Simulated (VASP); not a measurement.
# HgTe (Cmcm) in VASP: single point with PBEsol+D3(BJ)

Aim: the single point of HgTe with PBEsol+D3(BJ).

All numbers are computed with VASP 6.6.1; they aren't measurements. Logs are shortened: lines on timing, memory, paths and dates and some standing lists are left out, and cuts for length are marked.

### 1 The cell of the first run

Symmetry: Cmcm, No. 63, orthorhombic system. The conventional cell has a = 5.985 Å, b = 6.934 Å, c = 5.798 Å, α = 90.00°, β = 90.00°, γ = 90.00°. Hg (site symmetry m2m) has 6 Te at 3.02 to 3.87 Å and 2 Hg at 3.63 Å within 4.0 Å. Within 4.0 Å of Te (site symmetry m2m) lie 6 Hg at 3.02 to 3.87 Å.

### 2 Single point, PBEsol+D3(BJ)

INCAR reads:

```
ALGO     = Normal         # electronic algorithm
EDIFF    = 1E-6           # SCF threshold, eV
ENCUT    = 500            # plane-wave cutoff, eV
GGA      = PS             # functional
GGA_COMPAT= F            
ISIF     = 2              # what is computed and relaxed
ISMEAR   = -1             # smearing method
IVDW     = 12             # dispersion correction
LASPH    = T              # aspherical terms in the spheres
LCHARG   = F              # write CHGCAR
LREAL    = F              # projectors in reciprocal space
LWAVE    = F              # write WAVECAR
NBANDS   = 46             # bands
NELM     = 120            # most SCF steps
PREC     = Accurate       # precision mode
SIGMA    = 0.1            # smearing width, eV
```

KPOINTS reads:

```
k-points
0
Gamma
  4 4 2
```

POSCAR reads:

```
HgTe
1.0
    2.9925200000     -3.4669300000      0.0000000000
    2.9925200000      3.4669300000      0.0000000000
    0.0000000000      0.0000000000     11.5963200000
Hg Te
4 4
Direct
    0.3430500000      0.6569500000      0.3750000000
    0.6569500000      0.3430500000      0.1250000000
    0.3430500000      0.6569500000      0.8750000000
    0.6569500000      0.3430500000      0.6250000000
    0.7848100000      0.2151900000      0.3750000000
    0.2151900000      0.7848100000      0.1250000000
    0.7848100000      0.2151900000      0.8750000000
    0.2151900000      0.7848100000      0.6250000000
```

Potentials or basis: VASP PAW PBE potentials, release 64 (Hg, Te).

The run is started by

```console
> cat potpaw_PBE.64/Hg/POTCAR potpaw_PBE.64/Te/POTCAR > POTCAR
> mpirun -np 1 vasp_std > vasp.out
```

OUTCAR:

```text
EDIFF = 1E-6
   ENCUT = 500
   GGA = PS
   ISIF = 2
   ISMEAR = -1
   IVDW = 12
   LASPH = T
   LREAL = F
   NELM = 120
   PREC = Accurate
 IVDW          = 12

 ion  position               nearest neighbor table
   1  0.343  0.657  0.375-   5 3.02   5 3.02   8 3.03   6 3.03   5 3.06   2 3.63   4 3.63
   2  0.657  0.343  0.125-   6 3.02   6 3.02   7 3.03   5 3.03   6 3.06   1 3.63   3 3.63
   3  0.343  0.657  0.875-   7 3.02   7 3.02   8 3.03   6 3.03   7 3.06   2 3.63   4 3.63
   4  0.657  0.343  0.625-   8 3.02   8 3.02   7 3.03   5 3.03   8 3.06   1 3.63   3 3.63
   5  0.785  0.215  0.375-   1 3.02   1 3.02   4 3.03   2 3.03   1 3.06
   6  0.215  0.785  0.125-   2 3.02   2 3.02   3 3.03   1 3.03   2 3.06
   7  0.785  0.215  0.875-   3 3.02   3 3.02   4 3.03   2 3.03   3 3.06
   8  0.215  0.785  0.625-   4 3.02   4 3.02   3 3.03   1 3.03   4 3.06

  LATTYP: Found a base centered orthorhombic cell.
 ALAT       =     5.9850400000
 B/A-ratio  =     1.1585319396
 C/A-ratio  =     1.9375509604

  Lattice vectors:

 A1 = (   2.9925200000,  -3.4669300000,   0.0000000000)
 A2 = (   2.9925200000,   3.4669300000,   0.0000000000)
 A3 = (   0.0000000000,   0.0000000000,  11.5963200000)

Analysis of symmetry for initial positions (statically):
=====================================================================
 Subroutine PRICEL returns following result:

  LATTYP: Found a base centered orthorhombic cell.
 ALAT       =     5.9850400000
 B/A-ratio  =     1.1585319396
 C/A-ratio  =     0.9687754802

  Lattice vectors:

 A1 = (   2.9925200000,  -3.4669300000,   0.0000000000)
 A2 = (   2.9925200000,   3.4669300000,   0.0000000000)
 A3 = (   0.0000000000,   0.0000000000,   5.7981600000)

   2 primitive cells build up your supercell.

 Routine SETGRP: Setting up the symmetry group for a
 base centered orthorhombic supercell.

 Subroutine GETGRP returns: Found  8 space group operations
 (whereof  4 operations were pure point group operations)
 out of a pool of  8 trial point group operations.

The static configuration has the point symmetry C_2h.
 The point group associated with its full space group is D_2h.

Analysis of symmetry for dynamics (positions and initial velocities):
=====================================================================
 Subroutine PRICEL returns following result:

  LATTYP: Found a base centered orthorhombic cell.
 ALAT       =     5.9850400000
 B/A-ratio  =     1.1585319396
 C/A-ratio  =     0.9687754802

  Lattice vectors:

 A1 = (   2.9925200000,  -3.4669300000,   0.0000000000)
 A2 = (   2.9925200000,   3.4669300000,   0.0000000000)
 A3 = (   0.0000000000,   0.0000000000,   5.7981600000)

   2 primitive cells build up your supercell.

 Routine SETGRP: Setting up the symmetry group for a
 base centered orthorhombic supercell.

 Subroutine GETGRP returns: Found  8 space group operations
 (whereof  4 operations were pure point group operations)
 out of a pool of  8 trial point group operations.

The dynamic configuration has the point symmetry C_2h.
 The point group associated with its full space group is D_2h.

 Subroutine INISYM returns: Found  8 space group operations
 (whereof  4 operations are pure point group operations),
 and found     2 'primitive' translations

----------------------------------------------------------------------------------------

                                     Primitive cell

  volume of cell :     120.3102

  direct lattice vectors                    reciprocal lattice vectors
     2.992520000 -3.466930000  0.000000000     0.167083261 -0.144219814  0.000000000
     2.992520000  3.466930000  0.000000000     0.167083261  0.144219814  0.000000000
     0.000000000  0.000000000  5.798160000     0.000000000  0.000000000  0.172468507

  length of vectors
     4.579823094  4.579823094  5.798160000     0.220717400  0.220717400  0.172468507

  position of ions in fractional coordinates (direct lattice)
     0.343050000  0.656950000  0.750000000
     0.656950000  0.343050000  0.250000000
     0.784810000  0.215190000  0.750000000
     0.215190000  0.784810000  0.250000000

  ion indices of the primitive-cell ions
   primitive index   ion index
                 1           1
                 2           2
                 3           5
                 4           6

----------------------------------------------------------------------------------------

 KPOINTS: k-points

Automatic generation of k-mesh.
 Grid dimensions read from file:
 generate k-points for:    4    4    2

 Generating k-lattice:

  Cartesian coordinates                     Fractional coordinates (reciprocal lattice)
     0.041770815 -0.036054954  0.000000000     0.250000000 -0.000000000  0.000000000
     0.041770815  0.036054954  0.000000000    -0.000000000  0.250000000  0.000000000
     0.000000000  0.000000000  0.043117127     0.000000000  0.000000000  0.500000000

  Length of vectors
     0.055179350  0.055179350  0.043117127

  Shift w.r.t. Gamma in fractional coordinates (k-lattice)
     0.000000000  0.000000000  0.000000000

 Subroutine IBZKPT returns following result:
 ===========================================

 Found     14 irreducible k-points:

 Following reciprocal coordinates:
            Coordinates               Weight
  0.000000  0.000000  0.000000      1.000000
  0.250000 -0.000000  0.000000      4.000000
  0.500000 -0.000000  0.000000      2.000000
  0.250000  0.250000  0.000000      2.000000
  0.500000  0.250000  0.000000      4.000000
 -0.250000  0.250000  0.000000      2.000000
  0.500000  0.500000  0.000000      1.000000
  0.000000  0.000000  0.500000      1.000000
  0.250000 -0.000000  0.500000      4.000000
  0.500000 -0.000000  0.500000      2.000000
  0.250000  0.250000  0.500000      2.000000
  0.500000  0.250000  0.500000      4.000000
 -0.250000  0.250000  0.500000      2.000000
  0.500000  0.500000  0.500000      1.000000
   k-points           NKPTS =     14   k-points in BZ     NKDIM =     14   number of bands    NBANDS=     46
   number of dos      NEDOS =    301   number of ions     NIONS =      8
   total plane-waves  NPLWV = 116640
   dimension x,y,z NGX =    36 NGY =   36 NGZ =   90
   dimension x,y,z NGXF=    72 NGYF=   72 NGZF=  180
   ions per type =               4   4
   NGX,Y,Z   is equivalent  to a cutoff of  13.07, 13.07, 12.90 a.u.
   NGXF,Y,Z  is equivalent  to a cutoff of  26.14, 26.14, 25.80 a.u.
 SYSTEM =  unknown system
   PREC   = accura    normal or accurate (medium, high low for compatibility)
   ISTART =      0    job   : 0-new  1-cont  2-samecut
   ICHARG =      2    charge: 1-file 2-atom 10-const
   ISPIN  =      1    spin polarized calculation?
   LNONCOLLINEAR =      F non collinear calculations
   LSORBIT =      F    spin-orbit coupling
   LASPH  =      T    aspherical Exc in radial PAW
   ENCUT  =  500.0 eV  36.75 Ry    6.06 a.u.   8.35  8.35 21.14*2*pi/ulx,y,z
   NELM   =    120;   NELMIN=  2; NELMDL= -5     # of ELM steps
   EDIFF  = 0.1E-05   stopping-criterion for ELM
   LREAL  =      F    real-space projection
   EDIFFG = 0.1E-04   stopping-criterion for IOM
   NSW    =      0    number of steps for IOM
   IBRION =     -1    ionic relax: 0-MD 1-quasi-New 2-CG
   NFREE  =      0    steps in history (QN), initial steepest desc. (CG)
   ISIF   =      2    stress and relaxation
   ISYM   =      2    0-nonsym 1-usesym 2-fastsym
   POTIM  = 0.5000    time-step for ionic-motion
   TEBEG  =    0.0;   TEEND  =   0.0 temperature during run
   PSTRESS=    0.0 pullay stress
   NELECT =      72.0000    total number of electrons
   NUPDOWN=      -1.0000    fix difference up-down
   EMIN   =  10.00;   EMAX   =-10.00  energy-range for DOS
   EFERMI =   0.00;   METHOD = LEGACY
   ISMEAR =    -1;   SIGMA  =   0.10  broadening in eV -4-tet -1-fermi 0-gaus
   EFERMI_NEDOS =   21; number of points for ismear=-14 and -15
   IALGO  =     38    algorithm
   IMIX   =      4    mixing-type and parameters
     AMIX     =   0.40;   BMIX     =  1.00
     AMIX_MAG =   1.60;   BMIX_MAG =  1.00
  volume/ion in A,a.u.               =      30.08       202.97
  Fermi-wavevector in a.u.,A,eV,Ry     =   1.094985  2.069222 16.313283  1.198992
  Thomas-Fermi vector in A             =   2.231300
   LORBIT       =      0    0 simple, 1 ext, 2 COOP (PROOUT), +10 PAW based schemes
   GGA     = PS    functional components
   LHFCALC =     F    Hartree Fock is set to
   AEXX    =    0.0000 exact exchange contribution
   IVDW    =    12    specifies the selected vdW correction
   LEPSILON=     F    determine dielectric tensor
   LRPA    =     F    only Hartree local field effects (RPA)
 non-spin polarized calculation
  energy-cutoff  :      500.00
  volume of cell :      240.62
 maximum number of plane-waves:      6126
 NGX is ok and might be reduce to    36
   NGX = 17   NGY = 17   NGZ = 43

 number of electron      72.0000001 magnetization

 Free energy of the ion-electron system (eV)
  ---------------------------------------------------
  ext. energy  EPLUGINS =         0.00000000
  ---------------------------------------------------
  free energy    TOTEN  =       -16.42807089 eV

  energy without entropy =      -16.31361301  energy(sigma->0) =      -16.37084195

 E-fermi :   3.7266     XC(G=0):  -9.7496

 val. band max:        3.6458833538   @ k =   0.2500  -0.0000   0.5000
 cond. band min:       3.7583480989   @ k =   0.5000   0.2500   0.0000
 fundamental gap:      0.1124647451
 Fermi energy:         3.7266208879

 k-point     1 :       0.0000    0.0000    0.0000
  band No.  band energies     occupation
      1      -8.1260      2.00000
      2      -7.5000      2.00000
      3      -7.5000      2.00000
      4      -7.0160      2.00000
      5      -3.1682      2.00000
      6      -3.1682      2.00000
[... 38 lines left out ...]
     45       8.7225      0.00000
     46       8.8379      0.00000
[... 596 lines left out ...]
      6      -3.1178      2.00000
[... 38 lines left out ...]
     45      10.5147      0.00000
     46      10.5147      0.00000

------------------------ aborting loop because EDIFF is reached ----------------------------------------

 Edisp (eV)   -3.13425

 E8    (eV) :    -2.1266

  FORCE on cell =-STRESS in cart. coord.  units (eV):
  Direction    XX          YY          ZZ          XY          YZ          ZX
  --------------------------------------------------------------------------------------
  -------------------------------------------------------------------------------------
  Total      -8.09213    -6.47946    -8.84912     0.00000    -0.00000     0.00000
  in kB     -53.88167   -43.14366   -58.92210     0.00000    -0.00000     0.00000
  external pressure =      -51.98 kB  Pullay stress =        0.00 kB

 VOLUME and BASIS-vectors are now :
 -----------------------------------------------------------------------------
  energy-cutoff  :      500.00
  volume of cell :      240.62
      direct lattice vectors                 reciprocal lattice vectors
     2.992520000 -3.466930000  0.000000000     0.167083261 -0.144219814  0.000000000
     2.992520000  3.466930000  0.000000000     0.167083261  0.144219814  0.000000000
     0.000000000  0.000000000 11.596320000     0.000000000  0.000000000  0.086234254

 POSITION                                       TOTAL-FORCE (eV/Angst)
 -----------------------------------------------------------------------------------
      2.99252      1.08827      4.34862         0.000000     -0.004571     -0.000000
      2.99252     -1.08827      1.44954         0.000000      0.004571      0.000000
      2.99252      1.08827     10.14678         0.000000     -0.004571      0.000000
      2.99252     -1.08827      7.24770         0.000000      0.004571     -0.000000
      2.99252     -1.97483      4.34862         0.000000      0.142746      0.000000
      2.99252      1.97483      1.44954         0.000000     -0.142746      0.000000
      2.99252     -1.97483     10.14678         0.000000      0.142746      0.000000
      2.99252      1.97483      7.24770         0.000000     -0.142746      0.000000
 -----------------------------------------------------------------------------------
    total drift:                                0.000000      0.000000      0.000000

  FREE ENERGIE OF THE ION-ELECTRON SYSTEM (eV)
  ---------------------------------------------------
  free  energy   TOTEN  =       -19.5623219719 eV

  energy  without entropy=      -19.4478640858  energy(sigma->0) =      -19.50509303
```

Wall time 74 s (1 thread of Intel Xeon 6975P-C (Granite Rapids), shared host); peak memory 0.39 GiB.

Results:

```yaml
Free_energy: -19.5623 eV
Pressure: -5.2 GPa
Largest_force: 0.143 eV/Å
Band_gap_on_the_k_mesh: zero (bands 36 and 37 overlap by 2.07 eV)
Dispersion_energy_per_atom: -0.392 eV
```

Forces in eV/Å, atoms in the order of the input:
```
Hg   0.000 -0.005  0.000
Hg   0.000  0.005  0.000
Hg   0.000 -0.005  0.000
Hg   0.000  0.005  0.000
Te   0.000  0.143  0.000
Te   0.000 -0.143  0.000
Te   0.000  0.143  0.000
Te   0.000 -0.143  0.000
```

Levels at points of the mesh, in eV from the Fermi level:
| k point | band 32 | band 33 | band 34 | band 35 | band 36 | band 37 | band 38 | band 39 | band 40 | band 41 |
| --- | --- | --- | --- | --- | --- | --- | --- | --- | --- | --- |
| (0.00, 0.00, 0.00) | -1.81 | -1.24 | -1.24 | -1.00 | -0.47 | -0.38 | -0.11 | 1.41 | 1.41 | 4.05 |
| (0.50, 0.00, 0.00) | -0.89 | -0.84 | -0.53 | 0.23 | 0.23 | 1.40 | 1.89 | 1.89 | 2.44 | 2.89 |
| (0.50, 0.50, 0.00) | -2.94 | -2.07 | -1.96 | -1.80 | -1.76 | -1.72 | -1.42 | 2.06 | 2.06 | 3.22 |
| (0.00, 0.00, 0.50) | -1.66 | -1.25 | -1.25 | -1.10 | -1.10 | -0.46 | -0.46 | 1.45 | 1.45 | 4.30 |
| (0.50, 0.00, 0.50) | -0.91 | -0.61 | -0.61 | -0.21 | -0.21 | 1.74 | 1.74 | 2.36 | 2.36 | 3.13 |
| (0.50, 0.50, 0.50) | -3.26 | -2.12 | -2.12 | -2.11 | -2.11 | 0.22 | 0.22 | 0.67 | 0.67 | 4.01 |

Caveat: the cell stands under tension; the PAW data sets were made with another functional, which shifts forces and pressure a little; spin-orbit coupling is left out, which moves the levels of the heavy elements.
